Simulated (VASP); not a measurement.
Set up this calculation in VASP 6.6.1, as the native input.

| Quantity | Value |
| --- | --- |
| Task | relaxation of cell and atoms |
| Functional | LDA |
| Potentials or basis | VASP PAW LDA potentials, release 64 (Cd) |
| Cutoff | 600 eV |
| k mesh | 18 × 18 × 8 |
| Occupations | fermi-dirac, width 0.05 eV |
| Spin | no spin polarisation |
| Dipole correction | no |
| Further INCAR settings | ALGO = Normal; EDIFF = 1e-06; IBRION = 2; EDIFFG = -0.002; NSW = 100; ISIF = 3 |

The structure of Cd lies in POSCAR:

```
Cd
1.0
    2.9788700000      0.0000000000      0.0000000000
   -1.4894350000      2.5797770946      0.0000000000
    0.0000000000      0.0000000000      5.6176500000
Cd
2
Direct
    0.3333333333      0.6666666667      0.2500000000
    0.6666666667      0.3333333333      0.7500000000
```

The input as run:

INCAR

```
ALGO = Normal
EDIFF = 1E-6
EDIFFG = -0.002
ENCUT = 600
IBRION = 2
ISIF = 3
ISMEAR = -1
LASPH = True
LCHARG = False
LREAL = False
LWAVE = False
NELM = 60
NSW = 100
PREC = Accurate
SIGMA = 0.05
```

KPOINTS

```
k-points
0
Gamma
  18 18 8
```

Potentials or basis: VASP PAW LDA potentials, release 64 (Cd).

Command:

```bash
$ cat potpaw_LDA.64/Cd/POTCAR > POTCAR
$ mpirun -np 1 vasp_std > vasp.out
```

It gave:

```json
{"Relaxed volume": "20.23 Å³/atom", "Relaxed cell": "a = 2.909 Å, b = 2.909 Å, c = 5.521 Å, α = 90.00°, β = 90.00°, γ = 120.00°", "Space group after relaxing (to 0.1 Å)": "P6_3/mmc (No. 194)", "Energy gained by relaxing": "19.0 meV/atom", "Ionic steps": "23", "Pressure after relaxing": "0.0 GPa", "Band gap on the k mesh": "zero (bands 12 and 13 overlap by 4.72 eV)"}
```

It took 9.4 min on 1 thread of Intel Xeon 8259CL, on a shared host, peak memory 0.26 GiB.
